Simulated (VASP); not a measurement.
Crystal: HfB2.

```
Hf B
1.0
     3.14000    0.00000    0.00000
    -1.57000    2.71932    0.00000
     0.00000    0.00000    3.48000
Hf B
1 2
Direct
  0.00000 0.00000 0.00000
  0.33333 0.66667 0.50000
  0.66667 0.33333 0.50000
```

| Quantity | Value |
| --- | --- |
| Program | VASP 6.6.1 |
| Task | relaxation of cell and atoms |
| Functional | PBEsol |
| Potentials or basis | VASP PAW PBE potentials, release 64 (Hf_pv, B) |
| Cutoff | 600 eV |
| k mesh | 16 × 16 × 13 |
| Occupations | gaussian, width 0.1 eV |
| Spin | no spin polarisation |

At the start: pressure -4.5 GPa; volume 9.90 Å³/atom.

Problem. How do energy, volume and symmetry change on relaxing?

Solution. Over 5 steps the energy falls by 2.7 meV/atom and the volume is 9.73 Å³/atom (-1.8 %); space group P6/mmm (No. 191, to 0.05 Å).

Step by step:
```
step  energy change (eV)  largest force (eV/Å)  pressure (GPa)  volume (Å³)
   1              0.0000                0.0000           -4.50        29.71
   2              0.0047                0.0000            6.33        28.53
   3             -0.0077                0.0000            0.05        29.19
   4             -0.0077                0.0000            0.16        29.18
   5             -0.0080                0.0000            0.09        29.18
```

Final structure:
```
CELL_PARAMETERS angstrom
3.12650 0.00000 0.00000
-1.56325 2.70763 0.00000
0.00000 0.00000 3.44671
ATOMIC_POSITIONS crystal
Hf 0.00000 0.00000 0.00000
B 0.33333 0.66667 0.50000
B 0.66667 0.33333 0.50000
```

Caveat: the PAW data sets were made with another functional, which shifts forces and pressure a little.
